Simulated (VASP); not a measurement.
# Au (P6_3/mmc) in VASP: notebook

Runs on Au. Level: r2SCAN. Tasks: single point, relaxation of cell and atoms.

Program: VASP 6.6.1. These are calculated values, not measurements. Logs are shortened: lines on timing, memory, paths and dates and some standing lists are left out, and cuts for length are marked.

### Step 1. The cell of the first run

Symmetry: P6_3/mmc, No. 194, hexagonal system. Conventional cell: a = 3.029 Å, b = 3.029 Å, c = 9.771 Å, α = 90.00°, β = 90.00°, γ = 120.00°. Au (site symmetry -3m) has 12 Au at 3.00 to 3.03 Å within 4.0 Å. Au (site symmetry -6m2) has 12 Au at 3.00 to 3.03 Å within 4.0 Å.

### Step 2. Single point, r2SCAN

The input, POSCAR:

```
Au
1.0
    3.0294384242      0.0000000000      0.0000000000
   -1.5147192121      2.6235706346      0.0000000000
    0.0000000000      0.0000000000      9.7705368470
Au
4
Direct
    0.0000000000      0.0000000000      0.0000000000
    0.0000000000      0.0000000000      0.5000000000
    0.3333333333      0.6666666667      0.7500000000
    0.6666666667      0.3333333333      0.2500000000
```

The input, INCAR.step1:

```
PREC = Accurate ; ENCUT = 520
ISMEAR = 0 ; SIGMA = 0.1
LREAL = F ; LASPH = T
NELM = 80 ; NBANDS = 30
GGA = PE ; ALGO = Normal
EDIFF = 1E-4 ; LWAVE = T
LCHARG = F
```

The input, INCAR.step2:

```
PREC = Accurate ; ENCUT = 520
EDIFF = 1E-6 ; ISMEAR = 0
SIGMA = 0.1 ; LREAL = F
LASPH = T ; NELM = 80
ALGO = Normal ; ISIF = 2
LWAVE = F ; LCHARG = T
METAGGA = R2SCAN ; LMIXTAU = T
LELF = T ; LVHAR = T
NBANDS = 30 ; ISTART = 1
```

The input, KPOINTS:

```
Automatic mesh
0
Gamma
  6 6 2
```

Potentials or basis: VASP PAW PBE potentials, release 64 (Au).

Command:

```bash
$ cat potpaw_PBE.64/Au/POTCAR > POTCAR
$ cp INCAR.step1 INCAR
$ mpirun -np 1 vasp_std > vasp.out
$ cp INCAR.step2 INCAR
$ mpirun -np 1 vasp_std > vasp.out
```

OUTCAR:

```text
PREC = Accurate
   ENCUT = 520
   EDIFF = 1E-6
   ISMEAR = 0
   LREAL = F
   LASPH = T
   NELM = 80
   ISIF = 2
   METAGGA = R2SCAN
   ISTART = 1

 ion  position               nearest neighbor table
   1  0.000  0.000  0.000-   3 3.00   4 3.00   4 3.00   3 3.00   4 3.00   3 3.00
   2  0.000  0.000  0.500-   3 3.00   4 3.00   4 3.00   3 3.00   4 3.00   3 3.00
   3  0.333  0.667  0.750-   1 3.00   2 3.00   1 3.00   2 3.00   1 3.00   2 3.00
   4  0.667  0.333  0.250-   1 3.00   2 3.00   1 3.00   2 3.00   1 3.00   2 3.00

  LATTYP: Found a hexagonal cell.
 ALAT       =     3.0294384242
 C/A-ratio  =     3.2251973729

  Lattice vectors:

 A1 = (   3.0294384242,   0.0000000000,   0.0000000000)
 A2 = (  -1.5147192121,   2.6235706346,   0.0000000000)
 A3 = (   0.0000000000,   0.0000000000,   9.7705368470)

Analysis of symmetry for initial positions (statically):
=====================================================================
 Subroutine PRICEL returns:
 Original cell was already a primitive cell.

 Routine SETGRP: Setting up the symmetry group for a
 hexagonal supercell.

 Subroutine GETGRP returns: Found 24 space group operations
 (whereof 12 operations were pure point group operations)
 out of a pool of 24 trial point group operations.

The static configuration has the point symmetry D_3d.
 The point group associated with its full space group is D_6h.

Analysis of symmetry for dynamics (positions and initial velocities):
=====================================================================
 Subroutine PRICEL returns:
 Original cell was already a primitive cell.

 Routine SETGRP: Setting up the symmetry group for a
 hexagonal supercell.

 Subroutine GETGRP returns: Found 24 space group operations
 (whereof 12 operations were pure point group operations)
 out of a pool of 24 trial point group operations.

The dynamic configuration has the point symmetry D_3d.
 The point group associated with its full space group is D_6h.

 Subroutine INISYM returns: Found 24 space group operations
 (whereof 12 operations are pure point group operations),
 and found     1 'primitive' translations

----------------------------------------------------------------------------------------

                                     Primitive cell

  volume of cell :      77.6557

  direct lattice vectors                    reciprocal lattice vectors
     3.029438424  0.000000000  0.000000000     0.330094182  0.190579965  0.000000000
    -1.514719212  2.623570635  0.000000000     0.000000000  0.381159930  0.000000000
     0.000000000  0.000000000  9.770536847     0.000000000  0.000000000  0.102348521

  length of vectors
     3.029438424  3.029438424  9.770536847     0.381159930  0.381159930  0.102348521

  position of ions in fractional coordinates (direct lattice)
     0.000000000  0.000000000  0.000000000
     0.000000000  0.000000000  0.500000000
     0.333333333  0.666666667  0.750000000
     0.666666667  0.333333333  0.250000000

  ion indices of the primitive-cell ions
   primitive index   ion index
                 1           1
                 2           2
                 3           3
                 4           4

----------------------------------------------------------------------------------------

 KPOINTS: Automatic mesh

Automatic generation of k-mesh.
 Grid dimensions read from file:
 generate k-points for:    6    6    2

 Generating k-lattice:

  Cartesian coordinates                     Fractional coordinates (reciprocal lattice)
     0.055015697  0.031763328  0.000000000     0.166666667 -0.000000000  0.000000000
     0.000000000  0.063526655  0.000000000     0.000000000  0.166666667  0.000000000
     0.000000000  0.000000000  0.051174261     0.000000000  0.000000000  0.500000000

  Length of vectors
     0.063526655  0.063526655  0.051174261

  Shift w.r.t. Gamma in fractional coordinates (k-lattice)
     0.000000000  0.000000000  0.000000000

 Subroutine IBZKPT returns following result:
 ===========================================

 Found     14 irreducible k-points:

 Following reciprocal coordinates:
            Coordinates               Weight
  0.000000  0.000000  0.000000      1.000000
  0.166667 -0.000000  0.000000      6.000000
  0.333333  0.000000  0.000000      6.000000
  0.500000 -0.000000  0.000000      3.000000
  0.166667  0.166667  0.000000      6.000000
  0.333333  0.166667  0.000000     12.000000
  0.333333  0.333333  0.000000      2.000000
  0.000000  0.000000  0.500000      1.000000
  0.166667 -0.000000  0.500000      6.000000
  0.333333  0.000000  0.500000      6.000000
  0.500000 -0.000000  0.500000      3.000000
  0.166667  0.166667  0.500000      6.000000
  0.333333  0.166667  0.500000     12.000000
  0.333333  0.333333  0.500000      2.000000
   k-points           NKPTS =     14   k-points in BZ     NKDIM =     14   number of bands    NBANDS=     30
   number of dos      NEDOS =    301   number of ions     NIONS =      4
   total plane-waves  NPLWV =  46080
   dimension x,y,z NGX =    24 NGY =   24 NGZ =   80
   dimension x,y,z NGXF=    48 NGYF=   48 NGZF=  160
   ions per type =               4
   NGX,Y,Z   is equivalent  to a cutoff of  13.17, 13.17, 13.61 a.u.
   NGXF,Y,Z  is equivalent  to a cutoff of  26.34, 26.34, 27.22 a.u.
 SYSTEM =  unknown system
   PREC   = accura    normal or accurate (medium, high low for compatibility)
   ISTART =      1    job   : 0-new  1-cont  2-samecut
   ICHARG =      0    charge: 1-file 2-atom 10-const
   ISPIN  =      1    spin polarized calculation?
   LNONCOLLINEAR =      F non collinear calculations
   LSORBIT =      F    spin-orbit coupling
   LASPH  =      T    aspherical Exc in radial PAW
   ENCUT  =  520.0 eV  38.22 Ry    6.18 a.u.   5.63  5.63 18.17*2*pi/ulx,y,z
   NELM   =     80;   NELMIN=  2; NELMDL=  0     # of ELM steps
   EDIFF  = 0.1E-05   stopping-criterion for ELM
   LREAL  =      F    real-space projection
   EDIFFG = 0.1E-04   stopping-criterion for IOM
   NSW    =      0    number of steps for IOM
   IBRION =     -1    ionic relax: 0-MD 1-quasi-New 2-CG
   NFREE  =      0    steps in history (QN), initial steepest desc. (CG)
   ISIF   =      2    stress and relaxation
   ISYM   =      2    0-nonsym 1-usesym 2-fastsym
   POTIM  = 0.5000    time-step for ionic-motion
   TEBEG  =    0.0;   TEEND  =   0.0 temperature during run
   PSTRESS=    0.0 pullay stress
   NELECT =      44.0000    total number of electrons
   NUPDOWN=      -1.0000    fix difference up-down
   EMIN   =  10.00;   EMAX   =-10.00  energy-range for DOS
   EFERMI =   0.00;   METHOD = LEGACY
   ISMEAR =     0;   SIGMA  =   0.10  broadening in eV -4-tet -1-fermi 0-gaus
   EFERMI_NEDOS =   21; number of points for ismear=-14 and -15
   IALGO  =     38    algorithm
   IMIX   =      4    mixing-type and parameters
     AMIX     =   0.40;   BMIX     =  1.00
     AMIX_MAG =   1.60;   BMIX_MAG =  1.00
  volume/ion in A,a.u.               =      19.41       131.01
  Fermi-wavevector in a.u.,A,eV,Ry     =   1.354673  2.559962 24.968597  1.835140
  Thomas-Fermi vector in A             =   2.481825
   LORBIT       =      0    0 simple, 1 ext, 2 COOP (PROOUT), +10 PAW based schemes
   METAGGA = R2SCAN    functional components
   LHFCALC =     F    Hartree Fock is set to
   AEXX    =    0.0000 exact exchange contribution
   IVDW    =     0    specifies the selected vdW correction
   LEPSILON=     F    determine dielectric tensor
   LRPA    =     F    only Hartree local field effects (RPA)
 non-spin polarized calculation
 Gauss-broadening in eV      SIGMA  =   0.10
  energy-cutoff  :      520.00
  volume of cell :       77.66
 maximum number of plane-waves:      2125
 NGX is ok and might be reduce to    24
   NGX = 11   NGY = 11   NGZ = 37

 number of electron      44.0000001 magnetization

 Free energy of the ion-electron system (eV)
  ---------------------------------------------------
  ext. energy  EPLUGINS =         0.00000000
  ---------------------------------------------------
  free energy    TOTEN  =      -202.01314051 eV

  energy without entropy =     -202.00622952  energy(sigma->0) =     -202.00968501

 E-fermi :   7.1835     XC(G=0): -12.7056

 val. band max:        7.0752961920   @ k =   0.3333   0.1667   0.5000
 cond. band min:       7.1925926771   @ k =   0.0000   0.0000   0.0000
 fundamental gap:      0.1172964851
 Fermi energy:         7.1834833576

 k-point     1 :       0.0000    0.0000    0.0000
  band No.  band energies     occupation
      1      -1.4118      2.00000
      2       0.2893      2.00000
      3       0.2965      2.00000
      4       0.9109      2.00000
      5       3.0083      2.00000
      6       3.0083      2.00000
[... 22 lines left out ...]
     29      22.4511      0.00000
     30      23.3999      0.00000

 k-point     2 :       0.1667   -0.0000    0.0000
  band No.  band energies     occupation
      1      -0.6596      2.00000
      2       0.9371      2.00000
      3       0.9435      2.00000
      4       1.4288      2.00000
      5       2.4518      2.00000
      6       2.6395      2.00000
[... 22 lines left out ...]
     29      21.0586      0.00000
     30      21.0853      0.00000

 k-point     3 :       0.3333    0.0000    0.0000
  band No.  band energies     occupation
      1       0.7984      2.00000
      2       1.2903      2.00000
      3       1.4411      2.00000
      4       1.6619      2.00000
      5       2.1343      2.00000
      6       2.1778      2.00000
[... 22 lines left out ...]
     29      18.6605      0.00000
     30      19.1804      0.00000

 k-point     4 :       0.5000   -0.0000    0.0000
  band No.  band energies     occupation
      1       0.9161      2.00000
      2       1.0689      2.00000
      3       1.3189      2.00000
      4       1.6699      2.00000
      5       1.8910      2.00000
      6       2.2525      2.00000
[... 286 lines left out ...]
     29      17.4440      0.00000
     30      17.4440      0.00000

 k-point    13 :       0.3333    0.1667    0.5000
  band No.  band energies     occupation
      1       1.5610      2.00000
      2       1.5610      2.00000
      3       1.7355      2.00000
      4       1.7355      2.00000
      5       1.9914      2.00000
      6       1.9914      2.00000
[... 22 lines left out ...]
     29      16.0089      0.00000
     30      16.0089      0.00000

 k-point    14 :       0.3333    0.3333    0.5000
  band No.  band energies     occupation
      1       1.8117      2.00000
      2       1.8117      2.00000
      3       2.0723      2.00000
      4       2.0723      2.00000
      5       2.4482      2.00000
      6       2.4482      2.00000
[... 22 lines left out ...]
     29      14.6985      0.00000
     30      14.6985      0.00000

------------------------ aborting loop because EDIFF is reached ----------------------------------------

  FORCE on cell =-STRESS in cart. coord.  units (eV):
  Direction    XX          YY          ZZ          XY          YZ          ZX
  --------------------------------------------------------------------------------------
  -------------------------------------------------------------------------------------
  Total       -4.4814595     -4.4814595     -6.0859380      0.0000000      0.0000000      0.0000000
  in kB      -92.4606062    -92.4606062   -125.5638987      0.0000000      0.0000000      0.0000000
  external PRESSURE =    -103.4950370 kB  Pullay stress =       0.0000000 kB

 VOLUME and BASIS-vectors are now :
 -----------------------------------------------------------------------------
  energy-cutoff  :      520.00
  volume of cell :       77.66
      direct lattice vectors                 reciprocal lattice vectors
     3.029438424  0.000000000  0.000000000     0.330094182  0.190579965  0.000000000
    -1.514719212  2.623570635  0.000000000     0.000000000  0.381159930  0.000000000
     0.000000000  0.000000000  9.770536847     0.000000000  0.000000000  0.102348521

 POSITION                                       TOTAL-FORCE (eV/Angst)
 -----------------------------------------------------------------------------------
      0.00000      0.00000      0.00000         0.000000     -0.000000      0.000000
      0.00000      0.00000      4.88527         0.000000     -0.000000      0.000000
     -0.00000      1.74905      7.32790         0.000000     -0.000000      0.000000
      1.51472      0.87452      2.44263        -0.000000      0.000000     -0.000000
 -----------------------------------------------------------------------------------
    total drift:                                0.000000      0.000000     -0.000000

  FREE ENERGIE OF THE ION-ELECTRON SYSTEM (eV)
  ---------------------------------------------------
  free  energy   TOTEN  =      -202.0131405058 eV

  energy  without entropy=     -202.0062295152  energy(sigma->0) =     -202.00968501
```

Run time: 2.6 min. Hardware: 1 thread of AMD EPYC 7R43 (Zen 3), shared host; peak memory 0.18 GiB.

What came out:

* Free energy: -202.0131 eV
* Pressure: -10.3 GPa
* Band gap on the k mesh: zero (band 22 reaches 9.72 eV, above the bottom of band 23 at 4.97 eV)

Caveat: the k points lie up to 0.40 Å⁻¹ apart; the PAW data sets were made with another functional, which shifts forces and pressure a little; spin-orbit coupling is left out, which moves the levels of the heavy elements.

### Step 3. Relaxation of cell and atoms, r2SCAN

POSCAR is that of step 2.

The input, INCAR.step1:

```
  ALGO = Normal
  EDIFF = 1E-4
  ENCUT = 600
  GGA = PE
  ISMEAR = 0
  LASPH = T
  LCHARG = F
  LREAL = F
  LWAVE = T
  NELM = 80
  PREC = Accurate
  SIGMA = 0.1
```

The input, INCAR.step2:

```
  ALGO = Normal
  EDIFF = 1E-6
  EDIFFG = -0.04
  ENCUT = 600
  IBRION = 2
  ISIF = 3
  ISMEAR = 0
  ISTART = 1
  LASPH = T
  LCHARG = F
  LMIXTAU = T
  LREAL = F
  LWAVE = F
  METAGGA = R2SCAN
  NELM = 80
  NSW = 90
  PREC = Accurate
  SIGMA = 0.1
```

The input, KPOINTS:

```
k-points
0
Gamma
  6 6 2
```

Potentials or basis: VASP PAW PBE potentials, release 64 (Au).

Command:

```bash
$ cat potpaw_PBE.64/Au/POTCAR > POTCAR
$ cp INCAR.step1 INCAR
$ mpirun -np 1 vasp_std > vasp.out
$ cp INCAR.step2 INCAR
$ mpirun -np 1 vasp_std > vasp.out
```

Run time: 14 min. Hardware: 1 thread of AMD EPYC 7R43 (Zen 3), shared host; peak memory 0.19 GiB.

Results (log left out):

| Property | Result |
| --- | --- |
| Free energy | -202.2713 eV |
| Relaxed volume | 17.67 Å³/atom |
| Relaxed cell | a = 2.956 Å, b = 2.956 Å, c = 9.340 Å, α = 90.00°, β = 90.00°, γ = 120.00° |
| Space group after relaxing (to 0.05 Å) | P6_3/mmc (No. 194) |
| Energy gained by relaxing | 65.0 meV/atom |
| Ionic steps | 8 |
| Pressure after relaxing | 0.1 GPa |
| Band gap on the k mesh | zero (band 22 reaches 11.25 eV, above the bottom of band 23 at 6.28 eV) |

Stress tensor (GPa, compression positive):
```
0.04 0.00 0.00
0.00 0.04 0.00
0.00 0.00 0.14
```

Step by step:
| step | energy change (eV) | largest force (eV/Å) | pressure (GPa) | volume (Å³) |
| --- | --- | --- | --- | --- |
| 1 | 0.0000 | 0.0000 | -10.27 | 77.66 |
| 2 | 0.0614 | 0.0000 | 18.44 | 64.49 |
| 3 | -0.2585 | 0.0000 | -0.26 | 70.78 |
| 4 | -0.2586 | 0.0000 | 0.04 | 70.65 |
| 5 | -0.2586 | 0.0000 | 0.33 | 70.51 |
| 6 | -0.2596 | 0.0000 | -0.34 | 70.85 |
| 7 | -0.2596 | 0.0000 | -0.35 | 70.85 |
| 8 | -0.2600 | 0.0000 | 0.08 | 70.68 |

Final structure:
```cif
data_structure
_symmetry_space_group_name_H-M 'P 1'
_symmetry_Int_Tables_number 1
_cell_length_a 2.9560
_cell_length_b 2.9560
_cell_length_c 9.3396
_cell_angle_alpha 90.000
_cell_angle_beta 90.000
_cell_angle_gamma 120.000
_cell_volume 70.68
loop_
_atom_site_label
_atom_site_type_symbol
_atom_site_fract_x
_atom_site_fract_y
_atom_site_fract_z
_atom_site_occupancy
Au1 Au 0.00000 0.00000 0.00000 1
Au2 Au 0.00000 0.00000 0.50000 1
Au3 Au 0.33333 0.66667 0.75000 1
Au4 Au 0.66667 0.33333 0.25000 1
```

Levels at points of the mesh, in eV from the Fermi level:
```tsv
k point	band 18	band 19	band 20	band 21	band 22	band 23	band 24	band 25	band 26
(0.00, 0.00, 0.00)	-2.97	-2.97	-2.55	-2.55	-1.93	-1.93	-0.14	3.67	12.41
(0.50, 0.00, 0.00)	-1.77	-1.65	-1.64	-0.12	0.75	1.13	1.45	3.67	4.07
(0.00, 0.00, 0.50)	-3.17	-2.64	-2.64	-2.21	-2.21	-2.21	-2.21	7.21	7.21
(0.50, 0.00, 0.50)	-1.99	-1.77	-1.77	0.49	0.49	1.36	1.36	4.55	4.55
```

Caveat: the k points lie up to 0.41 Å⁻¹ apart in the final cell; the PAW data sets were made with another functional, which shifts forces and pressure a little; spin-orbit coupling is left out, which moves the levels of the heavy elements.

[end of part 1 of 2]
